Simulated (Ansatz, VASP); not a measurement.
Two plane-wave programs on AlIn2N3

The input INCAR:

```
SYSTEM = AlIn2N3
  PREC = Accurate
  ENCUT = 600
  EDIFF = 1E-7
  ISMEAR = 0
  SIGMA = 0.1
  LREAL = .False.
  LASPH = .True.
  NELM = 60
  ALGO = Normal
  ISIF = 3
  LWAVE = .False.
  LCHARG = .False.
  GGA = PE
  IBRION = 2
  NSW = 90
  EDIFFG = -0.04
```

File KPOINTS:

```
regular mesh
0
Gamma
  4 4 4
  0 0 0
```

Contents of POSCAR:

```
AlIn2N3
1.0
    4.2134094300      0.0000000000      0.0000000000
    0.0000000000      4.2134094300      0.0000000000
    0.0000000000      0.0000000000      6.0983115900
Al In N
1 2 3
Direct
    0.5000000000      0.5000000000      0.5000000000
    0.5000000000      0.0000000000      0.0000000000
    0.0000000000      0.5000000000      0.0000000000
    0.5000000000      0.0000000000      0.5000000000
    0.0000000000      0.5000000000      0.5000000000
    0.5000000000      0.5000000000      0.0000000000
```

Input for Ansatz:

```yaml
crystal:
  lattice:
    - [4.21340943, 0.0, 0.0]
    - [0.0, 4.21340943, 0.0]
    - [0.0, 0.0, 6.09831159]
  atoms:
    - { symbol: Al, position: [0.5, 0.5, 0.5] }
    - { symbol: In, position: [0.5, 0.0, 0.0] }
    - { symbol: In, position: [0.0, 0.5, 0.0] }
    - { symbol: "N", position: [0.5, 0.0, 0.5] }
    - { symbol: "N", position: [0.0, 0.5, 0.5] }
    - { symbol: "N", position: [0.5, 0.5, 0.0] }
basis:
  ecutwfc: 420
kpoints:
  mp_grid: { grid: [4, 4, 4] }
hamiltonian:
  xc: pbe
scf:
  occupations: { method: gaussian, width: 0.1 }
  lower_state_search: "off"
output:
  forces: true
  stress: true
  eigenvalues: true
relax:
  adjacent_minimum: "off"
  f_tol: 0.04
  max_steps: 70
  cell: { stress_tol: 0.4 }
```

Alike in both runs: task relaxation of cell and atoms; functional PBE; k mesh 4 × 4 × 4; occupations gaussian, width 0.1 eV; no spin polarisation.

```csv
,VASP,Ansatz
version,VASP 6.6.1,Ansatz 0.2.0
potentials or method,"VASP PAW PBE potentials, release 64 (Al, In_d, N), cutoff 600 eV","scalar-relativistic, plane waves, PAW"
valence electrons in the cell,44,44
```

VASP gave:

* gap on the k mesh at the Fermi level, each at its own relaxed structure (eV): none
* relaxed volume (Å³/atom): 14.58
* relaxed length of the cell vector where the two differ most in proportion (Å): 4.605

Question: What did Ansatz give for the same quantities?

Answer: gap on the k mesh at the Fermi level, each at its own relaxed structure (eV): none; relaxed volume (Å³/atom): 14.52; relaxed length of the cell vector where the two differ most in proportion (Å): 4.598.

A gap of «none» marks a metal or a gap that the smearing closes.

The k mesh is coarse, so the values compare programs but aren't converged. Noted on VASP's run: the volume moved by over 15 % at a fixed basis, so the end points are rough.
